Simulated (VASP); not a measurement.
CoO:

```
Co O
1.0
    -1.50800    1.50800    2.10725
     1.50800   -1.50800    2.10725
     1.50800    1.50800   -2.10725
Co O
1 1
Cartesian
  0.0000 0.0000 0.0000
  0.0000 0.0000 2.1072
```

```yaml
Program: VASP 6.6.1
Task: relaxation of cell and atoms
Functional: PBEsol
Potentials_or_basis: VASP PAW PBE potentials, release 64 (Co, O)
Cutoff: 600 eV
k_mesh: 8 × 8 × 8
Occupations: gaussian, width 0.1 eV
Spin: collinear spin, ferromagnetic start
Starting_moments: "[2.74, 0.38] μB"
```

At the start: pressure -10.3 GPa; volume 9.58 Å³/atom.

Where does the relaxation end?

Over 6 steps the energy falls by 18.7 meV/atom and the volume is 9.04 Å³/atom (-5.6 %); space group Fm-3m (No. 225, to 0.1 Å) before and after; moment 2.80 μB per cell.

The path:
| step | energy change (eV) | largest force (eV/Å) | pressure (GPa) | volume (Å³) |
| --- | --- | --- | --- | --- |
| 1 | 0.0000 | 0.0000 | -10.31 | 19.17 |
| 2 | -0.0254 | 0.0000 | 6.35 | 17.51 |
| 3 | -0.0370 | 0.0000 | 0.11 | 18.08 |
| 4 | -0.0370 | 0.0000 | -0.12 | 18.10 |
| 5 | -0.0371 | 0.0000 | -0.09 | 18.10 |
| 6 | -0.0374 | 0.0000 | 0.01 | 18.09 |

Final structure:
```yaml
crystal:
  lattice:
    - [-1.47421, 1.47421, 2.08065]
    - [1.47421, -1.47421, 2.08065]
    - [1.47421, 1.47421, -2.08065]
  atoms:
    - { symbol: Co, position: [0.00000, 0.00000, 0.00000] }
    - { symbol: O, position: [0.50000, 0.50000, 0.00000] }
```

Caveat: the PAW data sets were made with another functional, which shifts forces and pressure a little; a cell with one magnetic atom can't hold antiferromagnetic order, which such compounds often take.
